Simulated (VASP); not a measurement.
# Al2Au (Fm-3m) in VASP: single point with r2SCAN

Aim: the single point of Al2Au with r2SCAN.

Program: VASP 6.6.1. These are calculated values, not measurements. Logs are shortened: lines on timing, memory, paths and dates and some standing lists are left out, and cuts for length are marked.

### 1 The cell of the first run

Symmetry: Fm-3m, No. 225, cubic system. Conventional cell: a = 6.010 Å, b = 6.010 Å, c = 6.010 Å, α = 90.00°, β = 90.00°, γ = 90.00°. Within 3.4 Å of Al (site symmetry -43m) lie 4 Au at 2.60 Å and 6 Al at 3.01 Å. Within 3.4 Å of Au (site symmetry m-3m) lie 8 Al at 2.60 Å.

### 2 Single point, r2SCAN

Contents of POSCAR:

```
Al2Au
1.0
    0.0000000000      3.0050198919      3.0050198919
    3.0050198919      0.0000000000      3.0050198919
    3.0050198919      3.0050198919      0.0000000000
Al Au
2 1
Direct
    0.2500000000      0.2500000000      0.2500000000
    0.7500000000      0.7500000000      0.7500000000
    0.0000000000      0.0000000000      0.0000000000
```

Contents of INCAR.step1:

```
SYSTEM = Al2Au
PREC     = Accurate       ! precision mode
ENCUT    = 520            ! plane-wave cutoff, eV
ISMEAR   = 0              ! smearing method
SIGMA    = 0.05           ! smearing width, eV
LREAL    = .False.        ! projectors in reciprocal space
LASPH    = .True.         ! aspherical terms in the spheres
NELM     = 100            ! most SCF steps
NBANDS   = 16             ! bands
GGA      = PE             ! functional
ALGO     = Normal         ! electronic algorithm
EDIFF    = 1E-4           ! SCF threshold, eV
LWAVE    = .True.         ! write WAVECAR
LCHARG   = .False.        ! write CHGCAR
```

Contents of INCAR.step2:

```
SYSTEM = Al2Au
PREC     = Accurate       ! precision mode
ENCUT    = 520            ! plane-wave cutoff, eV
EDIFF    = 1E-7           ! SCF threshold, eV
ISMEAR   = 0              ! smearing method
SIGMA    = 0.05           ! smearing width, eV
LREAL    = .False.        ! projectors in reciprocal space
LASPH    = .True.         ! aspherical terms in the spheres
NELM     = 100            ! most SCF steps
ALGO     = Normal         ! electronic algorithm
ISIF     = 2              ! what is computed and relaxed
LWAVE    = .False.        ! write WAVECAR
LCHARG   = .True.         ! write CHGCAR
METAGGA  = R2SCAN         ! meta-GGA
LMIXTAU  = .True.       
LELF     = .True.         ! ELF
LVHAR    = .True.       
NBANDS   = 16             ! bands
ISTART   = 1
```

Contents of KPOINTS:

```
regular mesh
0
Gamma
  13 13 13
  0 0 0
```

Potentials or basis: VASP PAW PBE potentials, release 64 (Al, Au).

Started as:

```console
$ cat potpaw_PBE.64/Al/POTCAR potpaw_PBE.64/Au/POTCAR > POTCAR
$ cp INCAR.step1 INCAR
$ mpirun -np 1 vasp_std > vasp.out
$ cp INCAR.step2 INCAR
$ mpirun -np 1 vasp_std > vasp.out
```

OUTCAR:

```text
SYSTEM = Al2Au
   PREC = Accurate
   ENCUT = 520
   EDIFF = 1E-7
   ISMEAR = 0
   LREAL = .False.
   LASPH = .True.
   NELM = 100
   ISIF = 2
   METAGGA = R2SCAN
   ISTART = 1

 ion  position               nearest neighbor table
   1  0.250  0.250  0.250-   3 2.60   3 2.60   3 2.60   3 2.60   2 3.01   2 3.01   2 3.01   2 3.01
                             2 3.01   2 3.01
   2  0.750  0.750  0.750-   3 2.60   3 2.60   3 2.60   3 2.60   1 3.01   1 3.01   1 3.01   1 3.01
                             1 3.01   1 3.01
   3  0.000  0.000  0.000-   2 2.60   2 2.60   2 2.60   1 2.60   2 2.60   1 2.60   1 2.60   1 2.60

  LATTYP: Found a face centered cubic cell.
 ALAT       =     6.0100397838

  Lattice vectors:

 A1 = (   0.0000000000,   3.0050198919,   3.0050198919)
 A2 = (   3.0050198919,   0.0000000000,   3.0050198919)
 A3 = (   3.0050198919,   3.0050198919,   0.0000000000)

Analysis of symmetry for initial positions (statically):
=====================================================================
 Subroutine PRICEL returns:
 Original cell was already a primitive cell.

 Routine SETGRP: Setting up the symmetry group for a
 face centered cubic supercell.

 Subroutine GETGRP returns: Found 48 space group operations
[... 9 lines left out ...]

 Routine SETGRP: Setting up the symmetry group for a
 face centered cubic supercell.

 Subroutine GETGRP returns: Found 48 space group operations
[... 11 lines left out ...]
                                     Primitive cell

  volume of cell :      54.2715

  direct lattice vectors                    reciprocal lattice vectors
     0.000000000  3.005019892  3.005019892    -0.166388250  0.166388250  0.166388250
     3.005019892  0.000000000  3.005019892     0.166388250 -0.166388250  0.166388250
     3.005019892  3.005019892  0.000000000     0.166388250  0.166388250 -0.166388250

  length of vectors
     4.249739886  4.249739886  4.249739886     0.288192902  0.288192902  0.288192902

  position of ions in fractional coordinates (direct lattice)
     0.250000000  0.250000000  0.250000000
     0.750000000  0.750000000  0.750000000
     0.000000000  0.000000000  0.000000000

  ion indices of the primitive-cell ions
   primitive index   ion index
                 1           1
                 2           2
                 3           3

----------------------------------------------------------------------------------------

 KPOINTS: regular mesh

Automatic generation of k-mesh.
 Grid dimensions read from file:
 generate k-points for:   13   13   13

 Generating k-lattice:

  Cartesian coordinates                     Fractional coordinates (reciprocal lattice)
    -0.012799096  0.012799096  0.012799096     0.076923077  0.000000000  0.000000000
     0.012799096 -0.012799096  0.012799096     0.000000000  0.076923077  0.000000000
     0.012799096  0.012799096 -0.012799096     0.000000000  0.000000000  0.076923077

  Length of vectors
     0.022168685  0.022168685  0.022168685

  Shift w.r.t. Gamma in fractional coordinates (k-lattice)
     0.000000000  0.000000000  0.000000000

 Subroutine IBZKPT returns following result:
 ===========================================

 Found     84 irreducible k-points:

 Following reciprocal coordinates:
            Coordinates               Weight
  0.000000  0.000000  0.000000      1.000000
  0.076923  0.000000  0.000000      8.000000
  0.153846  0.000000  0.000000      8.000000
  0.230769  0.000000  0.000000      8.000000
  0.307692  0.000000  0.000000      8.000000
  0.384615  0.000000  0.000000      8.000000
[... 16 lines left out ...]
  0.384615  0.153846  0.000000     24.000000
  0.461538  0.153846  0.000000     24.000000
 [... further k-points ...]
   k-points           NKPTS =     84   k-points in BZ     NKDIM =     84   number of bands    NBANDS=     16
   number of dos      NEDOS =    301   number of ions     NIONS =      3
   total plane-waves  NPLWV =  32768
   dimension x,y,z NGX =    32 NGY =   32 NGZ =   32
   dimension x,y,z NGXF=    64 NGYF=   64 NGZF=   64
   ions per type =               2   1
   NGX,Y,Z   is equivalent  to a cutoff of  12.52, 12.52, 12.52 a.u.
   NGXF,Y,Z  is equivalent  to a cutoff of  25.04, 25.04, 25.04 a.u.
 SYSTEM =  Al2Au
   PREC   = accura    normal or accurate (medium, high low for compatibility)
   ISTART =      1    job   : 0-new  1-cont  2-samecut
   ICHARG =      0    charge: 1-file 2-atom 10-const
   ISPIN  =      1    spin polarized calculation?
   LNONCOLLINEAR =      F non collinear calculations
   LSORBIT =      F    spin-orbit coupling
   LASPH  =      T    aspherical Exc in radial PAW
   ENCUT  =  520.0 eV  38.22 Ry    6.18 a.u.   7.90  7.90  7.90*2*pi/ulx,y,z
   NELM   =    100;   NELMIN=  2; NELMDL=  0     # of ELM steps
   EDIFF  = 0.1E-06   stopping-criterion for ELM
   LREAL  =      F    real-space projection
   EDIFFG = 0.1E-05   stopping-criterion for IOM
   NSW    =      0    number of steps for IOM
   IBRION =     -1    ionic relax: 0-MD 1-quasi-New 2-CG
   NFREE  =      0    steps in history (QN), initial steepest desc. (CG)
   ISIF   =      2    stress and relaxation
   ISYM   =      2    0-nonsym 1-usesym 2-fastsym
   POTIM  = 0.5000    time-step for ionic-motion
   TEBEG  =    0.0;   TEEND  =   0.0 temperature during run
   PSTRESS=    0.0 pullay stress
   NELECT =      17.0000    total number of electrons
   NUPDOWN=      -1.0000    fix difference up-down
   EMIN   =  10.00;   EMAX   =-10.00  energy-range for DOS
   EFERMI =   0.00;   METHOD = LEGACY
   ISMEAR =     0;   SIGMA  =   0.05  broadening in eV -4-tet -1-fermi 0-gaus
   EFERMI_NEDOS =   21; number of points for ismear=-14 and -15
   IALGO  =     38    algorithm
   IMIX   =      4    mixing-type and parameters
     AMIX     =   0.40;   BMIX     =  1.00
     AMIX_MAG =   1.60;   BMIX_MAG =  1.00
  volume/ion in A,a.u.               =      18.09       122.08
  Fermi-wavevector in a.u.,A,eV,Ry     =   1.111818  2.101032 16.818703  1.236140
  Thomas-Fermi vector in A             =   2.248386
   LORBIT       =      0    0 simple, 1 ext, 2 COOP (PROOUT), +10 PAW based schemes
   METAGGA = R2SCAN    functional components
   LHFCALC =     F    Hartree Fock is set to
   AEXX    =    0.0000 exact exchange contribution
   IVDW    =     0    specifies the selected vdW correction
   LEPSILON=     F    determine dielectric tensor
   LRPA    =     F    only Hartree local field effects (RPA)
 non-spin polarized calculation
 Gauss-broadening in eV      SIGMA  =   0.05
  energy-cutoff  :      520.00
  volume of cell :       54.27
 maximum number of plane-waves:      1476
   NGX = 15   NGY = 15   NGZ = 15

 number of electron      17.0000001 magnetization

 Free energy of the ion-electron system (eV)
  ---------------------------------------------------
  ext. energy  EPLUGINS =         0.00000000
  ---------------------------------------------------
  free energy    TOTEN  =       -65.54591872 eV

  energy without entropy =      -65.54494554  energy(sigma->0) =      -65.54543213

 E-fermi :   7.6469     XC(G=0): -11.2492

 val. band max:        7.6349148675   @ k =   0.1538   0.0000   0.0000
 cond. band min:       7.6705501669   @ k =   0.4615   0.0769   0.0000
 fundamental gap:      0.0356352993
 Fermi energy:         7.6469007597

 k-point     1 :       0.0000    0.0000    0.0000
  band No.  band energies     occupation
      1      -3.4070      2.00000
      2       0.7406      2.00000
      3       0.7406      2.00000
      4       0.7406      2.00000
      5       1.7382      2.00000
      6       1.7382      2.00000
[... 8 lines left out ...]
     15      13.9173      0.00000
     16      13.9173      0.00000

 k-point     2 :       0.0769    0.0000    0.0000
  band No.  band energies     occupation
      1      -3.3252      2.00000
      2       0.7155      2.00000
      3       0.7619      2.00000
      4       0.7619      2.00000
      5       1.7339      2.00000
      6       1.7339      2.00000
[... 8 lines left out ...]
     15      13.6596      0.00000
     16      13.7582      0.00000

 k-point     3 :       0.1538    0.0000    0.0000
  band No.  band energies     occupation
      1      -3.0835      2.00000
      2       0.6507      2.00000
      3       0.8185      2.00000
      4       0.8185      2.00000
      5       1.7270      2.00000
      6       1.7270      2.00000
[... 8 lines left out ...]
     15      13.4603      0.00000
     16      13.7194      0.00000

 k-point     4 :       0.2308    0.0000    0.0000
  band No.  band energies     occupation
      1      -2.6957      2.00000
      2       0.5752      2.00000
      3       0.8900      2.00000
      4       0.8900      2.00000
      5       1.7338      2.00000
      6       1.7338      2.00000
[... 8 lines left out ...]
     15      14.1337      0.00000
     16      14.4754      0.00000

 k-point     5 :       0.3077    0.0000    0.0000
  band No.  band energies     occupation
      1      -2.1963      2.00000
      2       0.5353      2.00000
      3       0.9499      2.00000
      4       0.9499      2.00000
      5       1.7691      2.00000
      6       1.7691      2.00000
[... 8 lines left out ...]
     15      15.0978      0.00000
     16      15.4168      0.00000

 k-point     6 :       0.3846    0.0000    0.0000
  band No.  band energies     occupation
      1      -1.6718      2.00000
      2       0.6052      2.00000
      3       0.9835      2.00000
      4       0.9835      2.00000
      5       1.8256      2.00000
      6       1.8256      2.00000
[... 8 lines left out ...]
     15      16.0962      0.00000
     16      16.5556      0.00000

 k-point     7 :       0.4615    0.0000    0.0000
  band No.  band energies     occupation
      1      -1.3084      2.00000
      2       0.8580      2.00000
      3       0.9957      2.00000
      4       0.9957      2.00000
      5       1.8695      2.00000
      6       1.8695      2.00000
[... 8 lines left out ...]
     15      16.8748      0.00000
     16      17.8103      0.00000

 k-point     8 :       0.0769    0.0769    0.0000
  band No.  band energies     occupation
      1      -3.2976      2.00000
      2       0.6971      2.00000
      3       0.7746      2.00000
      4       0.7746      2.00000
      5       1.7073      2.00000
      6       1.7562      2.00000
[... 8 lines left out ...]
     15      14.0423      0.00000
     16      14.0423      0.00000

 k-point     9 :       0.1538    0.0769    0.0000
  band No.  band energies     occupation
      1      -3.1084      2.00000
      2       0.6395      2.00000
      3       0.8230      2.00000
      4       0.8255      2.00000
      5       1.6767      2.00000
      6       1.7711      2.00000
[... 8 lines left out ...]
     15      13.9675      0.00000
     16      14.0755      0.00000
[... 172 lines left out ...]
 k-point    19 :      -0.0769    0.0769    0.0000
  band No.  band energies     occupation
      1      -3.1897      2.00000
      2       0.6717      2.00000
      3       0.7928      2.00000
      4       0.8037      2.00000
      5       1.7039      2.00000
      6       1.7521      2.00000
[... 8 lines left out ...]
     15      13.7676      0.00000
     16      14.1868      0.00000

 k-point    20 :       0.1538    0.1538    0.0000
  band No.  band energies     occupation
      1      -2.9716      2.00000
      2       0.5792      2.00000
      3       0.8751      2.00000
      4       0.8751      2.00000
      5       1.6205      2.00000
      6       1.8064      2.00000
[... 8 lines left out ...]
     15      14.5220      0.00000
     16      14.5220      0.00000

 k-point    21 :       0.2308    0.1538    0.0000
  band No.  band energies     occupation
      1      -2.6792      2.00000
      2       0.5012      2.00000
      3       0.9489      2.00000
      4       0.9503      2.00000
      5       1.5760      2.00000
      6       1.8370      2.00000
[... 8 lines left out ...]
     15      15.3179      0.00000
     16      15.3756      0.00000

 k-point    22 :       0.3077    0.1538    0.0000
  band No.  band energies     occupation
      1      -2.2488      2.00000
      2       0.4295      2.00000
      3       1.0167      2.00000
      4       1.0264      2.00000
      5       1.5805      2.00000
      6       1.8699      2.00000
[... 8 lines left out ...]
     15      16.2331      0.00000
     16      16.3565      0.00000

 k-point    23 :       0.3846    0.1538    0.0000
  band No.  band energies     occupation
      1      -1.7253      2.00000
      2       0.4015      2.00000
      3       1.0471      2.00000
      4       1.0821      2.00000
      5       1.6699      2.00000
      6       1.9008      2.00000
[... 8 lines left out ...]
     15      17.0990      0.00000
     16      17.4285      0.00000

 k-point    24 :       0.4615    0.1538    0.0000
  band No.  band energies     occupation
      1      -1.2248      2.00000
      2       0.4750      2.00000
      3       1.0606      2.00000
      4       1.1121      2.00000
      5       1.8249      2.00000
      6       1.9065      2.00000
[... 8 lines left out ...]
     15      17.4649      0.00000
     16      18.4203      0.00000

 [... further k-points ...]
[... 5 lines left out ...]
  --------------------------------------------------------------------------------------
  -------------------------------------------------------------------------------------
  Total       -0.1122940     -0.1122940     -0.1122940      0.0000000     -0.0000000     -0.0000000
  in kB       -3.3150894     -3.3150894     -3.3150894      0.0000000     -0.0000000     -0.0000000
  external PRESSURE =      -3.3150894 kB  Pullay stress =       0.0000000 kB

 VOLUME and BASIS-vectors are now :
 -----------------------------------------------------------------------------
  energy-cutoff  :      520.00
  volume of cell :       54.27
      direct lattice vectors                 reciprocal lattice vectors
     0.000000000  3.005019892  3.005019892    -0.166388250  0.166388250  0.166388250
     3.005019892  0.000000000  3.005019892     0.166388250 -0.166388250  0.166388250
     3.005019892  3.005019892  0.000000000     0.166388250  0.166388250 -0.166388250

 POSITION                                       TOTAL-FORCE (eV/Angst)
 -----------------------------------------------------------------------------------
      1.50251      1.50251      1.50251         0.000000      0.000000      0.000000
      4.50753      4.50753      4.50753        -0.000000     -0.000000     -0.000000
      0.00000      0.00000      0.00000        -0.000000     -0.000000     -0.000000
 -----------------------------------------------------------------------------------
    total drift:                                0.000000     -0.000000      0.000000

  FREE ENERGIE OF THE ION-ELECTRON SYSTEM (eV)
  ---------------------------------------------------
  free  energy   TOTEN  =       -65.5459187217 eV

  energy  without entropy=      -65.5449455392  energy(sigma->0) =      -65.54543213
```

Run time: 2.6 min. Hardware: 1 thread of Intel Xeon Platinum 8488C (Sapphire Rapids), shared host; peak memory 0.23 GiB.

Results:

```
Free energy : -65.5459 eV
Pressure    : -0.3 GPa
```

Levels at points of the mesh, in eV from the Fermi level:
```csv
k point,band 5,band 6,band 7,band 8,band 9,band 10,band 11,band 12,band 13,band 14
"(0.00, 0.00, 0.00)",-5.91,-5.91,2.87,3.05,3.05,3.05,4.17,4.17,4.17,6.27
```

Caveat: the PAW data sets were made with another functional, which shifts forces and pressure a little; spin-orbit coupling is left out, which moves the levels of the heavy elements.
